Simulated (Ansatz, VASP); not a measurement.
**Two plane-wave programs on Au**

INCAR

```
SYSTEM = Au
PREC = Accurate
ENCUT = 520
EDIFF = 1E-7
ISMEAR = 0
SIGMA = 0.15
LREAL = .False.
LASPH = .True.
NELM = 60
ALGO = Normal
ISIF = 2
LWAVE = .False.
LCHARG = .False.
GGA = PE
NBANDS = 12
```

File KPOINTS:

```
Automatic mesh
0
Gamma
  20 20 20
  0 0 0
```

POSCAR

```
Au
1.0
    0.0000000000      2.1068650000      2.1068650000
    2.1068650000      0.0000000000      2.1068650000
    2.1068650000      2.1068650000      0.0000000000
Au
1
Direct
    0.0000000000      0.0000000000      0.0000000000
```

Input for Ansatz:

```yaml
crystal:
  lattice:
    - [0.0, 2.106865, 2.106865]
    - [2.106865, 0.0, 2.106865]
    - [2.106865, 2.106865, 0.0]
  atoms:
    - { symbol: Au, position: [0.0, 0.0, 0.0] }
basis:
  ecutwfc: 420
kpoints:
  mp_grid: { grid: [20, 20, 20] }
hamiltonian:
  xc: pbe
scf:
  occupations: { method: gaussian, width: 0.15 }
output:
  forces: true
  stress: true
  eigenvalues: true
```

Change from the starting cell: strain +0.030 along x and y, +0.030 along z, atoms carried along.

Alike in both runs: task single point; functional PBE; k mesh 20 × 20 × 20; occupations gaussian, width 0.15 eV; no spin polarisation.

|  | VASP | Ansatz |
| --- | --- | --- |
| version | VASP 6.6.1 | Ansatz 0.2.0 |
| potentials or method | VASP PAW PBE potentials, release 64 (Au), cutoff 520 eV | scalar-relativistic, plane waves, PAW |
| valence electrons in the cell | 11 | 19 |

```tsv
	VASP	Ansatz	Ansatz less VASP
gap on the k mesh at the Fermi level (eV)	none	none	-
pressure (GPa)	-5.2	-5.0	+0.19
```

A gap of «none» marks a metal or a gap that the smearing closes. VASP's potentials hold 11 valence electrons a cell and Ansatz's 19, so a difference there can come from the potentials and not from the codes.

Spin-orbit coupling is off throughout.
